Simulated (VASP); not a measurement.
# AgOs2 (P4_2/nmc) in VASP: further runs

Runs on AgOs2. Level: PBE. Tasks: single point, relaxation of cell and atoms.

Everything below comes from runs of VASP 6.6.1. Logs are shortened: lines on timing, memory, paths and dates and some standing lists are left out, and cuts for length are marked.

### Step 1. The cell of the first run

The structure is tetragonal, space group P4_2/nmc (No. 137). Conventional cell: a = 4.092 Å, b = 4.092 Å, c = 5.891 Å, α = 90.00°, β = 90.00°, γ = 90.00°. Ag (site symmetry -4m2) has 8 Os at 2.37 to 2.69 Å within 3.1 Å. Within 3.1 Å of Os (site symmetry 2mm) lie 4 Ag at 2.37 to 2.69 Å and 6 Os at 2.95 Å.

### Step 2. Single point, PBE

File INCAR:

```
PREC = Accurate ; ENCUT = 520
EDIFF = 1E-6 ; ISMEAR = 0
SIGMA = 0.1 ; LREAL = False
LASPH = True ; NELM = 100
ALGO = Normal ; ISIF = 2
LWAVE = False ; LCHARG = False
GGA = PE ; NBANDS = 36
```

File KPOINTS:

```
regular mesh
0
Gamma
  4 4 4
```

File POSCAR:

```
AgOs2
1.0
    4.0920310489      0.0000000000      0.0000000000
    0.0000000000      4.0920310489      0.0000000000
    0.0000000000      0.0000000000      5.8909498457
Ag Os
2 4
Direct
    0.0000000000      0.0000000000      0.0000000000
    0.5000000000      0.5000000000      0.5000000000
    0.0000000000      0.5000000000      0.2030000000
    0.0000000000      0.5000000000      0.7030000000
    0.5000000000      0.0000000000      0.2970000000
    0.5000000000      0.0000000000      0.7970000000
```

Potentials or basis: VASP PAW PBE potentials, release 64 (Ag, Os).

Run with:

```
> cat potpaw_PBE.64/Ag/POTCAR potpaw_PBE.64/Os/POTCAR > POTCAR
> mpirun -np 1 vasp_std > vasp.out
```

OUTCAR:

```text
PREC = Accurate
   ENCUT = 520
   EDIFF = 1E-6
   ISMEAR = 0
   LREAL = False
   LASPH = True
   NELM = 100
   ISIF = 2
   GGA = PE

 ion  position               nearest neighbor table
   1  0.000  0.000  0.000-   3 2.37   6 2.37   3 2.37   6 2.37   5 2.69   4 2.69   5 2.69   4 2.69

   2  0.500  0.500  0.500-   4 2.37   5 2.37   5 2.37   4 2.37   3 2.69   6 2.69   3 2.69   6 2.69

   3  0.000  0.500  0.203-   1 2.37   1 2.37   2 2.69   2 2.69   4 2.95   4 2.95   5 2.95   5 2.95
                             5 2.95   5 2.95
   4  0.000  0.500  0.703-   2 2.37   2 2.37   1 2.69   1 2.69   3 2.95   3 2.95   6 2.95   6 2.95
                             6 2.95   6 2.95
   5  0.500  0.000  0.297-   2 2.37   2 2.37   1 2.69   1 2.69   6 2.95   6 2.95   3 2.95   3 2.95
                             3 2.95   3 2.95
   6  0.500  0.000  0.797-   1 2.37   1 2.37   2 2.69   2 2.69   5 2.95   5 2.95   4 2.95   4 2.95
                             4 2.95   4 2.95

  LATTYP: Found a simple tetragonal cell.
 ALAT       =     4.0920310489
 C/A-ratio  =     1.4396151386

  Lattice vectors:

 A1 = (   4.0920310489,   0.0000000000,   0.0000000000)
 A2 = (   0.0000000000,   4.0920310489,   0.0000000000)
 A3 = (   0.0000000000,   0.0000000000,   5.8909498457)

Analysis of symmetry for initial positions (statically):
=====================================================================
 Subroutine PRICEL returns:
 Original cell was already a primitive cell.

 Routine SETGRP: Setting up the symmetry group for a
 simple tetragonal supercell.

 Subroutine GETGRP returns: Found 16 space group operations
 (whereof  8 operations were pure point group operations)
 out of a pool of 16 trial point group operations.

The static configuration has the point symmetry D_2d.
 The point group associated with its full space group is D_4h.

Analysis of symmetry for dynamics (positions and initial velocities):
=====================================================================
 Subroutine PRICEL returns:
 Original cell was already a primitive cell.

 Routine SETGRP: Setting up the symmetry group for a
 simple tetragonal supercell.

 Subroutine GETGRP returns: Found 16 space group operations
 (whereof  8 operations were pure point group operations)
 out of a pool of 16 trial point group operations.

The dynamic configuration has the point symmetry D_2d.
 The point group associated with its full space group is D_4h.

 Subroutine INISYM returns: Found 16 space group operations
 (whereof  8 operations are pure point group operations),
 and found     1 'primitive' translations

[... 97 lines left out ...]
   EDIFFG = 0.1E-04   stopping-criterion for IOM
   NSW    =      0    number of steps for IOM
   IBRION =     -1    ionic relax: 0-MD 1-quasi-New 2-CG
   NFREE  =      0    steps in history (QN), initial steepest desc. (CG)
   ISIF   =      2    stress and relaxation
   ISYM   =      2    0-nonsym 1-usesym 2-fastsym
   POTIM  = 0.5000    time-step for ionic-motion
   TEBEG  =    0.0;   TEEND  =   0.0 temperature during run
   PSTRESS=    0.0 pullay stress
   NELECT =      54.0000    total number of electrons
   NUPDOWN=      -1.0000    fix difference up-down
   EMIN   =  10.00;   EMAX   =-10.00  energy-range for DOS
   EFERMI =   0.00;   METHOD = LEGACY
   ISMEAR =     0;   SIGMA  =   0.10  broadening in eV -4-tet -1-fermi 0-gaus
   EFERMI_NEDOS =   21; number of points for ismear=-14 and -15
   IALGO  =     38    algorithm
   IMIX   =      4    mixing-type and parameters
     AMIX     =   0.40;   BMIX     =  1.00
     AMIX_MAG =   1.60;   BMIX_MAG =  1.00
  volume/ion in A,a.u.               =      16.44       110.95
  Fermi-wavevector in a.u.,A,eV,Ry     =   1.339219  2.530757 24.402162  1.793508
  Thomas-Fermi vector in A             =   2.467628
   LORBIT       =      0    0 simple, 1 ext, 2 COOP (PROOUT), +10 PAW based schemes
   GGA     = PE    functional components
   LHFCALC =     F    Hartree Fock is set to
   AEXX    =    0.0000 exact exchange contribution
   IVDW    =     0    specifies the selected vdW correction
   LEPSILON=     F    determine dielectric tensor
   LRPA    =     F    only Hartree local field effects (RPA)
 non-spin polarized calculation
 Gauss-broadening in eV      SIGMA  =   0.10
  energy-cutoff  :      520.00
  volume of cell :       98.64
 maximum number of plane-waves:      2685
   NGX = 15   NGY = 15   NGZ = 21

 number of electron      54.0000000 magnetization

 Free energy of the ion-electron system (eV)
  ---------------------------------------------------
  ext. energy  EPLUGINS =         0.00000000
  ---------------------------------------------------
  free energy    TOTEN  =       -36.44085409 eV

  energy without entropy =      -36.39498704  energy(sigma->0) =      -36.41792057

 E-fermi :   7.6525     XC(G=0): -12.7546

 val. band max:        7.6505170834   @ k =   0.2500   0.2500   0.2500
 cond. band min:       7.6600067165   @ k =   0.2500   0.0000   0.2500
 fundamental gap:      0.0094896331
 Fermi energy:         7.6524502490

 k-point     1 :       0.0000    0.0000    0.0000
  band No.  band energies     occupation
      1      -1.2840      2.00000
      2      -0.0801      2.00000
      3       0.3740      2.00000
      4       0.6719      2.00000
      5       0.7263      2.00000
      6       0.8102      2.00000
[... 691 lines left out ...]
     35      10.7380      0.00000
     36      10.7380      0.00000

------------------------ aborting loop because EDIFF is reached ----------------------------------------

  FORCE on cell =-STRESS in cart. coord.  units (eV):
  Direction    XX          YY          ZZ          XY          YZ          ZX
  --------------------------------------------------------------------------------------
  -------------------------------------------------------------------------------------
  Total       16.4975677     16.4975677      8.9694388      0.0000000      0.0000000      0.0000000
  in kB      267.9583754    267.9583754    145.6842786      0.0000000      0.0000000      0.0000000
  external PRESSURE =     227.2003431 kB  Pullay stress =       0.0000000 kB

 VOLUME and BASIS-vectors are now :
 -----------------------------------------------------------------------------
  energy-cutoff  :      520.00
  volume of cell :       98.64
      direct lattice vectors                 reciprocal lattice vectors
     4.092031049  0.000000000  0.000000000     0.244377422  0.000000000  0.000000000
     0.000000000  4.092031049  0.000000000     0.000000000  0.244377422  0.000000000
     0.000000000  0.000000000  5.890949846     0.000000000  0.000000000  0.169751912

 POSITION                                       TOTAL-FORCE (eV/Angst)
 -----------------------------------------------------------------------------------
      0.00000      0.00000      0.00000         0.000000      0.000000      0.000000
      2.04602      2.04602      2.94547        -0.000000      0.000000      0.000000
      0.00000      2.04602      1.19586        -0.000000      0.000000      3.674130
      0.00000      2.04602      4.14134        -0.000000      0.000000      3.674130
      2.04602      0.00000      1.74961         0.000000      0.000000     -3.674130
      2.04602      0.00000      4.69509        -0.000000      0.000000     -3.674130
 -----------------------------------------------------------------------------------
    total drift:                                0.000000      0.000000      0.000000

  FREE ENERGIE OF THE ION-ELECTRON SYSTEM (eV)
  ---------------------------------------------------
  free  energy   TOTEN  =       -36.4408540927 eV

  energy  without entropy=      -36.3949870397  energy(sigma->0) =      -36.41792057
```

OSZICAR:

```text
N       E                     dE             d eps       ncg     rms          rms(c)
DAV:   1     0.405333913030E+03    0.40533E+03   -0.25777E+04  1296   0.144E+03
DAV:   2    -0.123898393551E+02   -0.41772E+03   -0.39941E+03  1320   0.438E+02
DAV:   3    -0.391267826576E+02   -0.26737E+02   -0.24280E+02  1588   0.928E+01
DAV:   4    -0.403753249611E+02   -0.12485E+01   -0.11848E+01  1464   0.214E+01
DAV:   5    -0.403993550649E+02   -0.24030E-01   -0.23990E-01  1536   0.242E+00    0.310E+01
DAV:   6    -0.371615356908E+02    0.32378E+01   -0.11815E+01  1396   0.339E+01    0.224E+01
DAV:   7    -0.366444018082E+02    0.51713E+00   -0.39009E+00  1620   0.197E+01    0.439E+00
DAV:   8    -0.364546499029E+02    0.18975E+00   -0.67387E-01  1364   0.900E+00    0.306E+00
DAV:   9    -0.364528870687E+02    0.17628E-02   -0.13129E-01  1608   0.228E+00    0.137E+00
DAV:  10    -0.364408239208E+02    0.12063E-01   -0.27161E-02  1416   0.172E+00    0.529E-01
DAV:  11    -0.364409267340E+02   -0.10281E-03   -0.58306E-03  1668   0.451E-01    0.327E-01
DAV:  12    -0.364408536509E+02    0.73083E-04   -0.35406E-04  1504   0.157E-01    0.914E-02
DAV:  13    -0.364408540927E+02   -0.44179E-06   -0.97601E-06  1496   0.182E-02
   1 F= -.36440854E+02 E0= -.36417921E+02  d E =-.458671E-01
```

It took 54 s on 1 thread of AMD EPYC 7R13 (Zen 3), shared host; peak memory 0.19 GiB.

What came out:

| Quantity | Value |
| --- | --- |
| Free energy | -36.4409 eV |
| Pressure | 22.7 GPa |
| Largest force | 3.674 eV/Å |
| Band gap on the k mesh | zero (bands 27 and 28 overlap by 1.03 eV) |

Forces on the atoms (eV/Å):
```
Ag   0.000  0.000  0.000
Ag   0.000  0.000  0.000
Os   0.000  0.000  3.674
Os   0.000  0.000  3.674
Os   0.000  0.000 -3.674
Os   0.000  0.000 -3.674
```

Caveat: the k points lie up to 0.38 Å⁻¹ apart, too coarse for converged energies and pressures of a metal; spin-orbit coupling is left out, which moves the levels of the heavy elements; forces of over 1 eV/Å act on the atoms, so gaps and moduli don't describe the material at rest.

### Step 3. Relaxation of cell and atoms, PBE

File INCAR:

```
SYSTEM = AgOs2
PREC     = Accurate       ! precision mode
ENCUT    = 600            ! plane-wave cutoff, eV
EDIFF    = 1E-6           ! SCF threshold, eV
ISMEAR   = 0              ! smearing method
SIGMA    = 0.1            ! smearing width, eV
LREAL    = .FALSE.        ! projectors in reciprocal space
LASPH    = .TRUE.         ! aspherical terms in the spheres
NELM     = 80             ! most SCF steps
ALGO     = Fast           ! electronic algorithm
ISIF     = 3              ! what is computed and relaxed
LWAVE    = .FALSE.        ! write WAVECAR
LCHARG   = .FALSE.        ! write CHGCAR
GGA      = PE             ! functional
IBRION   = 2              ! ionic algorithm
NSW      = 90             ! ionic steps
EDIFFG   = -0.04          ! ionic threshold
```

File KPOINTS:

```
Automatic mesh
0
G
  4 4 4
  0 0 0
```

POSCAR is that of step 2.

Potentials or basis: VASP PAW PBE potentials, release 64 (Ag, Os).

Run with:

```
> cat potpaw_PBE.64/Ag/POTCAR potpaw_PBE.64/Os/POTCAR > POTCAR
> mpirun -np 1 vasp_std > vasp.out
```

It took 27 min on 1 thread of AMD EPYC 7R13 (Zen 3), shared host; peak memory 0.26 GiB.

It converged, with:

```
Free energy                           : -40.0505 eV
Relaxed volume                        : 18.34 Å³/atom
Relaxed cell                          : a = 4.750 Å, b = 4.750 Å, c = 4.876 Å, α = 90.00°, β = 90.00°, γ = 90.00°
Space group after relaxing (to 0.1 Å) : I4/mmm (No. 139)
Energy gained by relaxing             : 601.4 meV/atom
Ionic steps                           : 20
Pressure after relaxing               : 0.0 GPa
Largest force after relaxing          : 0.007 eV/Å
```

Forces in eV/Å, atoms in the order of the input:
```
Ag   0.000  0.000  0.000
Ag   0.000  0.000  0.000
Os   0.000  0.000 -0.007
Os   0.000  0.000 -0.007
Os   0.000  0.000  0.007
Os   0.000  0.000  0.007
```

Stress tensor (GPa, compression positive):
```
 0.13  0.00  0.00
 0.00  0.13  0.00
 0.00  0.00 -0.16
```

Step by step:
| step | energy change (eV) | largest force (eV/Å) | pressure (GPa) | volume (Å³) |
| --- | --- | --- | --- | --- |
| 1 | 0.0000 | 3.6752 | 22.78 | 98.64 |
| 2 | 0.8827 | 0.6078 | -25.83 | 135.78 |
| 3 | -1.3713 | 1.9744 | -8.89 | 112.57 |
| 4 | -1.3784 | 2.0617 | -7.44 | 111.60 |
| 5 | -2.3407 | 0.8879 | -1.52 | 106.67 |
| 6 | -2.5308 | 0.0883 | 5.93 | 102.93 |
| 7 | -2.5361 | 0.0648 | 4.64 | 103.48 |
| 8 | -2.6456 | 0.4140 | -5.02 | 109.03 |
| 9 | -2.6504 | 0.3404 | -3.48 | 107.98 |
| 10 | -2.8361 | 0.4603 | -3.43 | 108.51 |
| 11 | -3.4197 | 0.7646 | 0.79 | 109.16 |
| 12 | -3.4114 | 0.8016 | 2.23 | 109.13 |
| 13 | -3.4218 | 0.7756 | 1.20 | 109.15 |
| 14 | -3.4791 | 0.6194 | 0.26 | 110.80 |
| 15 | -3.4795 | 0.6049 | 0.22 | 110.95 |
| 16 | -3.5329 | 0.4589 | -1.39 | 111.56 |
| 17 | -3.5650 | 0.2302 | -3.64 | 112.48 |
| 18 | -3.5915 | 0.1487 | -2.30 | 111.54 |
| 19 | -3.6082 | 0.0197 | -0.17 | 110.16 |
| 20 | -3.6084 | 0.0066 | 0.03 | 110.02 |

Final structure:
```
CELL_PARAMETERS angstrom
4.75002 0.00000 0.00000
0.00000 4.75002 0.00000
0.00000 0.00000 4.87628
ATOMIC_POSITIONS crystal
Ag 0.00000 0.00000 0.00000
Ag 0.50000 0.50000 0.50000
Os 0.00000 0.50000 0.25020
Os 0.00000 0.50000 0.75020
Os 0.50000 0.00000 0.24980
Os 0.50000 0.00000 0.74980
```

Levels at points of the mesh, in eV from the Fermi level:
| k point | band 23 | band 24 | band 25 | band 26 | band 27 | band 28 | band 29 | band 30 |
| --- | --- | --- | --- | --- | --- | --- | --- | --- |
| (0.00, 0.00, 0.00) | -0.11 | 0.06 | 0.07 | 0.07 | 0.19 | 1.19 | 1.47 | 1.47 |
| (0.50, 0.00, 0.00) | -1.56 | -1.56 | -0.64 | -0.64 | 0.87 | 0.87 | 1.37 | 1.37 |
| (0.50, 0.50, 0.00) | -0.62 | -0.62 | 0.36 | 0.37 | 0.58 | 0.58 | 1.08 | 1.08 |
| (0.00, 0.00, 0.50) | -1.70 | -1.70 | -1.66 | -1.66 | -1.66 | -1.66 | -0.05 | -0.05 |
| (0.50, 0.00, 0.50) | -1.73 | -1.73 | -1.41 | -1.41 | -1.31 | -1.31 | -0.62 | -0.62 |
| (0.50, 0.50, 0.50) | -1.40 | -1.40 | -0.53 | -0.53 | -0.53 | -0.53 | -0.03 | -0.03 |

Caveat: the k points lie up to 0.33 Å⁻¹ apart in the final cell; the highest band is partly filled, so the run has too few bands; a cell axis changed by over 15 % at a fixed basis, so the end point is rough; spin-orbit coupling is left out, which moves the levels of the heavy elements.
